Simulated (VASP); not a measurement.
Input of a VASP 6.6.1 run:

The input INCAR:

```
ALGO = Normal
EDIFF = 1E-6
ENCUT = 520
GGA = PS
ISIF = 2
ISMEAR = -1
LASPH = T
LCHARG = F
LREAL = F
LWAVE = F
NBANDS = 31
NELM = 80
PREC = Accurate
SIGMA = 0.05
```

KPOINTS

```
k-points
0
Gamma
  8 8 5
```

File POSCAR:

```
HfO2
1.0
    3.5670400350      0.0000000000      0.0000000000
    0.0000000000      3.5670400350      0.0000000000
    0.0000000000      0.0000000000      5.1659009680
Hf O
2 4
Direct
    0.0000000000      0.0000000000      0.0000000000
    0.5000000000      0.5000000000      0.5000000000
    0.0000000000      0.5000000000      0.2001047752
    0.5000000000      0.0000000000      0.2998952248
    0.5000000000      0.0000000000      0.7998952248
    0.0000000000      0.5000000000      0.7001047752
```

Potentials or basis: VASP PAW PBE potentials, release 64 (Hf_pv, O).

Run with:

```bash
$ cat potpaw_PBE.64/Hf_pv/POTCAR potpaw_PBE.64/O/POTCAR > POTCAR
$ mpirun -np 1 vasp_std > vasp.out
```

Q: Estimate the pressure.

A: -3.3 GPa.

Q: What does it give for the largest force?

A: 0.029 eV/Å.

Q: Estimate the band gap on the k mesh.

A: 4.58 eV, indirect (least direct gap 4.65 eV).

Forces in eV/Å, atoms in the order of the input:
```
Hf   0.000  0.000  0.000
Hf   0.000  0.000  0.000
O    0.000  0.000 -0.029
O    0.000  0.000  0.029
O    0.000  0.000  0.029
O    0.000  0.000 -0.029
```

Caveat: the PAW data sets were made with another functional, which shifts forces and pressure a little; spin-orbit coupling is left out, which moves the levels of the heavy elements. A k mesh can miss the band edges.
